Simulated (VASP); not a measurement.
# CdS (I4/mmm) in VASP: single point with r2SCAN+rVV10

Aim: the single point of CdS with r2SCAN+rVV10.

Everything below comes from runs of VASP 6.6.1. Logs are shortened: lines on timing, memory, paths and dates and some standing lists are left out, and cuts for length are marked.

## 1. The cell of the first run

The structure is tetragonal, space group I4/mmm (No. 139). Conventional cell: a = 3.738 Å, b = 3.738 Å, c = 13.429 Å, α = 90.00°, β = 90.00°, γ = 90.00°. Cd (site symmetry 4mm) has 5 S at 2.66 to 2.67 Å within 3.5 Å. S (site symmetry 4mm) has 5 Cd at 2.66 to 2.67 Å within 3.5 Å.

## 2. Single point, r2SCAN+rVV10

POSCAR reads:

```
CdS
1.0
   -1.8691104361      1.8691104361      6.7144638983
    1.8691104361     -1.8691104361      6.7144638983
    1.8691104361      1.8691104361     -6.7144638983
Cd S
2 2
Direct
    0.8380036902      0.8380036902      0.0000000000
    0.1619963098      0.1619963098      0.0000000000
    0.6391352442      0.6391352442      0.0000000000
    0.3608647558      0.3608647558      0.0000000000
```

INCAR.step1 reads:

```
ALGO = Normal
EDIFF = 1E-5
ENCUT = 550
GGA = PE
GGA_COMPAT = F
ISMEAR = -1
LASPH = T
LCHARG = F
LREAL = F
LWAVE = T
NBANDS = 26
NELM = 120
PREC = Accurate
SIGMA = 0.03
```

INCAR.step2 reads:

```
ALGO = Normal
BPARAM = 11.95
CPARAM = 0.0093
EDIFF = 1E-6
ENCUT = 550
GGA_COMPAT = F
ISIF = 2
ISMEAR = -1
ISTART = 1
IVDW_NL = 2
LASPH = T
LCHARG = F
LMIXTAU = T
LREAL = F
LUSE_VDW = T
LWAVE = F
METAGGA = R2SCAN
NBANDS = 26
NELM = 120
PREC = Accurate
SIGMA = 0.03
```

KPOINTS reads:

```
k-points
0
Gamma
  8 8 8
```

Potentials or basis: VASP PAW PBE potentials, release 64 (Cd, S).

Started as:

```console
cat potpaw_PBE.64/Cd/POTCAR potpaw_PBE.64/S/POTCAR > POTCAR
cp INCAR.step1 INCAR
mpirun -np 1 vasp_std > vasp.out
cp INCAR.step2 INCAR
mpirun -np 1 vasp_std > vasp.out
```

OUTCAR:

```text
BPARAM = 11.95
   EDIFF = 1E-6
   ENCUT = 550
   ISIF = 2
   ISMEAR = -1
   ISTART = 1
   IVDW_NL = 2
   LASPH = T
   LREAL = F
   METAGGA = R2SCAN
   NELM = 120
   PREC = Accurate

 ion  position               nearest neighbor table
   1  0.838  0.838  0.000-   4 2.66   4 2.66   4 2.66   4 2.66   3 2.67   2 3.55   2 3.55   2 3.55
                             2 3.55
   2  0.162  0.162  0.000-   3 2.66   3 2.66   3 2.66   3 2.66   4 2.67   1 3.55   1 3.55   1 3.55
                             1 3.55
   3  0.639  0.639  0.000-   2 2.66   2 2.66   2 2.66   2 2.66   1 2.67
   4  0.361  0.361  0.000-   1 2.66   1 2.66   1 2.66   1 2.66   2 2.67

  LATTYP: Found a body centered tetragonal cell.
 ALAT       =     3.7382208722
 C/A-ratio  =     3.5923312869

  Lattice vectors:

 A1 = (  -1.8691104361,   1.8691104361,   6.7144638983)
 A2 = (   1.8691104361,  -1.8691104361,   6.7144638983)
 A3 = (   1.8691104361,   1.8691104361,  -6.7144638983)

Analysis of symmetry for initial positions (statically):
=====================================================================
 Subroutine PRICEL returns:
 Original cell was already a primitive cell.

 Routine SETGRP: Setting up the symmetry group for a
 body centered tetragonal supercell.

 Subroutine GETGRP returns: Found 16 space group operations
 (whereof 16 operations were pure point group operations)
 out of a pool of 16 trial point group operations.

The static configuration has the point symmetry D_4h.

Analysis of symmetry for dynamics (positions and initial velocities):
=====================================================================
 Subroutine PRICEL returns:
 Original cell was already a primitive cell.

 Routine SETGRP: Setting up the symmetry group for a
 body centered tetragonal supercell.

 Subroutine GETGRP returns: Found 16 space group operations
 (whereof 16 operations were pure point group operations)
 out of a pool of 16 trial point group operations.

The dynamic configuration has the point symmetry D_4h.

 Subroutine INISYM returns: Found 16 space group operations
 (whereof 16 operations are pure point group operations),
 and found     1 'primitive' translations

----------------------------------------------------------------------------------------

                                     Primitive cell

  volume of cell :      93.8299

  direct lattice vectors                    reciprocal lattice vectors
    -1.869110436  1.869110436  6.714463898     0.000000000  0.267506933  0.074466109
     1.869110436 -1.869110436  6.714463898     0.267506933  0.000000000  0.074466109
     1.869110436  1.869110436 -6.714463898     0.267506933  0.267506933  0.000000000

  length of vectors
     7.216035829  7.216035829  7.216035829     0.277678160  0.277678160  0.378311933

  position of ions in fractional coordinates (direct lattice)
     0.838003690  0.838003690  0.000000000
     0.161996310  0.161996310  0.000000000
     0.639135244  0.639135244  0.000000000
     0.360864756  0.360864756  0.000000000

  ion indices of the primitive-cell ions
   primitive index   ion index
                 1           1
                 2           2
                 3           3
                 4           4

----------------------------------------------------------------------------------------

 KPOINTS: k-points

Automatic generation of k-mesh.
 Grid dimensions read from file:
 generate k-points for:    8    8    8

 Generating k-lattice:

  Cartesian coordinates                     Fractional coordinates (reciprocal lattice)
     0.000000000  0.033438367  0.009308264     0.125000000  0.000000000  0.000000000
     0.033438367  0.000000000  0.009308264     0.000000000  0.125000000  0.000000000
     0.033438367  0.033438367  0.000000000     0.000000000  0.000000000  0.125000000

  Length of vectors
     0.034709770  0.034709770  0.047288992

  Shift w.r.t. Gamma in fractional coordinates (k-lattice)
     0.000000000  0.000000000  0.000000000

 Subroutine IBZKPT returns following result:
 ===========================================

 Found     59 irreducible k-points:

 Following reciprocal coordinates:
            Coordinates               Weight
  0.000000  0.000000  0.000000      1.000000
  0.125000  0.000000  0.000000      8.000000
  0.250000  0.000000  0.000000      8.000000
  0.375000  0.000000  0.000000      8.000000
  0.500000  0.000000  0.000000      4.000000
  0.125000  0.125000  0.000000      8.000000
[... 16 lines left out ...]
  0.250000  0.125000  0.125000     16.000000
  0.375000  0.125000  0.125000      8.000000
 [... further k-points ...]
   k-points           NKPTS =     59   k-points in BZ     NKDIM =     59   number of bands    NBANDS=     26
   number of dos      NEDOS =    301   number of ions     NIONS =      4
   total plane-waves  NPLWV = 175616
   dimension x,y,z NGX =    56 NGY =   56 NGZ =   56
   dimension x,y,z NGXF=   112 NGYF=  112 NGZF=  112
   ions per type =               2   2
   NGX,Y,Z   is equivalent  to a cutoff of  12.90, 12.90, 12.90 a.u.
   NGXF,Y,Z  is equivalent  to a cutoff of  25.80, 25.80, 25.80 a.u.
 SYSTEM =  unknown system
   PREC   = accura    normal or accurate (medium, high low for compatibility)
   ISTART =      1    job   : 0-new  1-cont  2-samecut
   ICHARG =      0    charge: 1-file 2-atom 10-const
   ISPIN  =      1    spin polarized calculation?
   LNONCOLLINEAR =      F non collinear calculations
   LSORBIT =      F    spin-orbit coupling
   LASPH  =      T    aspherical Exc in radial PAW
   ENCUT  =  550.0 eV  40.42 Ry    6.36 a.u.  13.80 13.80 13.80*2*pi/ulx,y,z
   NELM   =    120;   NELMIN=  2; NELMDL=  0     # of ELM steps
   EDIFF  = 0.1E-05   stopping-criterion for ELM
   LREAL  =      F    real-space projection
   EDIFFG = 0.1E-04   stopping-criterion for IOM
   NSW    =      0    number of steps for IOM
   IBRION =     -1    ionic relax: 0-MD 1-quasi-New 2-CG
   NFREE  =      0    steps in history (QN), initial steepest desc. (CG)
   ISIF   =      2    stress and relaxation
   ISYM   =      2    0-nonsym 1-usesym 2-fastsym
   POTIM  = 0.5000    time-step for ionic-motion
   TEBEG  =    0.0;   TEEND  =   0.0 temperature during run
   PSTRESS=    0.0 pullay stress
   NELECT =      36.0000    total number of electrons
   NUPDOWN=      -1.0000    fix difference up-down
   EMIN   =  10.00;   EMAX   =-10.00  energy-range for DOS
   EFERMI =   0.00;   METHOD = LEGACY
   ISMEAR =    -1;   SIGMA  =   0.03  broadening in eV -4-tet -1-fermi 0-gaus
   EFERMI_NEDOS =   21; number of points for ismear=-14 and -15
   IALGO  =     38    algorithm
   IMIX   =      4    mixing-type and parameters
     AMIX     =   0.40;   BMIX     =  1.00
     AMIX_MAG =   1.60;   BMIX_MAG =  1.00
  volume/ion in A,a.u.               =      23.46       158.30
  Fermi-wavevector in a.u.,A,eV,Ry     =   1.189584  2.247988 19.253753  1.415111
  Thomas-Fermi vector in A             =   2.325688
   LORBIT       =      0    0 simple, 1 ext, 2 COOP (PROOUT), +10 PAW based schemes
   METAGGA = R2SCAN    functional components
   LHFCALC =     F    Hartree Fock is set to
   AEXX    =    0.0000 exact exchange contribution
   IVDW_NL    =     2    kernel type
   BPARAM     =11.9500
   IVDW    =     0    specifies the selected vdW correction
   LEPSILON=     F    determine dielectric tensor
   LRPA    =     F    only Hartree local field effects (RPA)
 non-spin polarized calculation
  energy-cutoff  :      550.00
  volume of cell :       93.83
 maximum number of plane-waves:      2768
   NGX = 27   NGY = 27   NGZ = 27

 number of electron      36.0000002 magnetization

 Free energy of the ion-electron system (eV)
  ---------------------------------------------------
  ext. energy  EPLUGINS =         0.00000000
  ---------------------------------------------------
  free energy    TOTEN  =       -57.38265903 eV

  energy without entropy =      -57.38265853  energy(sigma->0) =      -57.38265878

 E-fermi :   2.2632     XC(G=0): -10.0883

 val. band max:        1.9198285247   @ k =  -0.2500   0.2500   0.2500
 cond. band min:       2.5449460240   @ k =   0.5000   0.5000   0.0000
 fundamental gap:      0.6251174993
 Fermi energy:         2.2632471789

 k-point     1 :       0.0000    0.0000    0.0000
  band No.  band energies     occupation
      1     -11.5725      2.00000
      2     -11.0344      2.00000
      3      -6.5251      2.00000
      4      -6.3596      2.00000
      5      -6.3255      2.00000
      6      -6.2948      2.00000
[... 18 lines left out ...]
     25      11.3225      0.00000
     26      11.8810      0.00000

 k-point     2 :       0.1250    0.0000    0.0000
  band No.  band energies     occupation
      1     -11.4685      2.00000
      2     -10.9607      2.00000
      3      -6.5079      2.00000
      4      -6.4015      2.00000
      5      -6.3647      2.00000
      6      -6.3315      2.00000
[... 18 lines left out ...]
     25      10.8411      0.00000
     26      11.5197      0.00000

 k-point     3 :       0.2500    0.0000    0.0000
  band No.  band energies     occupation
      1     -11.1878      2.00000
      2     -10.7736      2.00000
      3      -6.5465      2.00000
      4      -6.4921      2.00000
      5      -6.4753      2.00000
      6      -6.4612      2.00000
[... 18 lines left out ...]
     25      10.5111      0.00000
     26      10.6699      0.00000

 k-point     4 :       0.3750    0.0000    0.0000
  band No.  band energies     occupation
      1     -10.8382      2.00000
      2     -10.5829      2.00000
      3      -6.6641      2.00000
      4      -6.6246      2.00000
      5      -6.6105      2.00000
      6      -6.5590      2.00000
[... 18 lines left out ...]
     25       9.4728      0.00000
     26       9.6936      0.00000

 k-point     5 :       0.5000    0.0000    0.0000
  band No.  band energies     occupation
      1     -10.6387      2.00000
      2     -10.5296      2.00000
      3      -6.6979      2.00000
      4      -6.6948      2.00000
      5      -6.6666      2.00000
      6      -6.6603      2.00000
[... 18 lines left out ...]
     25       8.9873      0.00000
     26       9.2310      0.00000

 k-point     6 :       0.1250    0.1250    0.0000
  band No.  band energies     occupation
      1     -11.3687      2.00000
      2     -10.9046      2.00000
      3      -6.4852      2.00000
      4      -6.4846      2.00000
      5      -6.3932      2.00000
      6      -6.3412      2.00000
[... 427 lines left out ...]
 k-point    21 :       0.5000    0.5000    0.0000
  band No.  band energies     occupation
      1     -10.7615      2.00000
      2     -10.6822      2.00000
      3      -6.4749      2.00000
      4      -6.4603      2.00000
      5      -6.2636      2.00000
      6      -6.2293      2.00000
[... 18 lines left out ...]
     25      10.9662      0.00000
     26      11.8372      0.00000

 k-point    22 :       0.1250    0.1250    0.1250
  band No.  band energies     occupation
      1     -10.9772      2.00000
      2     -10.6629      2.00000
      3      -6.5878      2.00000
      4      -6.5800      2.00000
      5      -6.4149      2.00000
      6      -6.3869      2.00000
[... 18 lines left out ...]
     25       9.9209      0.00000
     26      10.1189      0.00000

 k-point    23 :       0.2500    0.1250    0.1250
  band No.  band energies     occupation
      1     -10.7968      2.00000
      2     -10.6115      2.00000
      3      -6.5390      2.00000
      4      -6.4640      2.00000
      5      -6.4360      2.00000
      6      -6.4240      2.00000
[... 18 lines left out ...]
     25      10.2067      0.00000
     26      10.8981      0.00000

 k-point    24 :       0.3750    0.1250    0.1250
  band No.  band energies     occupation
      1     -10.7020      2.00000
      2     -10.6094      2.00000
      3      -6.4625      2.00000
      4      -6.4467      2.00000
      5      -6.4433      2.00000
      6      -6.4298      2.00000
[... 18 lines left out ...]
     25      10.3759      0.00000
     26      11.4062      0.00000

 [... further k-points ...]

------------------------ aborting loop because EDIFF is reached ----------------------------------------

  FORCE on cell =-STRESS in cart. coord.  units (eV):
  Direction    XX          YY          ZZ          XY          YZ          ZX
  --------------------------------------------------------------------------------------
  -------------------------------------------------------------------------------------
  Total        0.3416190      0.3416190      0.1619287      0.0000000     -0.0000000      0.0000000
  in kB        5.8332606      5.8332606      2.7649868      0.0000000     -0.0000000      0.0000000
  external PRESSURE =       4.8105026 kB  Pullay stress =       0.0000000 kB

 VOLUME and BASIS-vectors are now :
 -----------------------------------------------------------------------------
  energy-cutoff  :      550.00
  volume of cell :       93.83
      direct lattice vectors                 reciprocal lattice vectors
    -1.869110436  1.869110436  6.714463898     0.000000000  0.267506933  0.074466109
     1.869110436 -1.869110436  6.714463898     0.267506933  0.000000000  0.074466109
     1.869110436  1.869110436 -6.714463898     0.267506933  0.267506933  0.000000000

 POSITION                                       TOTAL-FORCE (eV/Angst)
 -----------------------------------------------------------------------------------
      0.00000      0.00000     11.25349         0.000000      0.000000      0.018483
      0.00000      0.00000      2.17544        -0.000000     -0.000000     -0.018483
      0.00000      0.00000      8.58290         0.000000      0.000000     -0.053870
      0.00000      0.00000      4.84603        -0.000000     -0.000000      0.053870
 -----------------------------------------------------------------------------------
    total drift:                               -0.000000     -0.000000      0.000000

  FREE ENERGIE OF THE ION-ELECTRON SYSTEM (eV)
  ---------------------------------------------------
  free  energy   TOTEN  =       -57.3826590295 eV

  energy  without entropy=      -57.3826585343  energy(sigma->0) =      -57.38265878
```

Wall time 54 min (1 thread of AMD EPYC 7R43 (Zen 3), shared host); peak memory 1.1 GiB.

Results:

```yaml
Free_energy: -57.3827 eV
Pressure: 0.5 GPa
Largest_force: 0.054 eV/Å
Band_gap_on_the_k_mesh: 0.63 eV, indirect (least direct gap 1.74 eV)
```

Forces on the atoms (eV/Å):
```
Cd   0.000  0.000  0.018
Cd   0.000  0.000 -0.018
S    0.000  0.000 -0.054
S    0.000  0.000  0.054
```

Stress tensor (GPa, compression positive):
```
0.58 0.00 0.00
0.00 0.58 0.00
0.00 0.00 0.28
```

Caveat: the PAW data sets were made with another functional, which shifts forces and pressure a little.
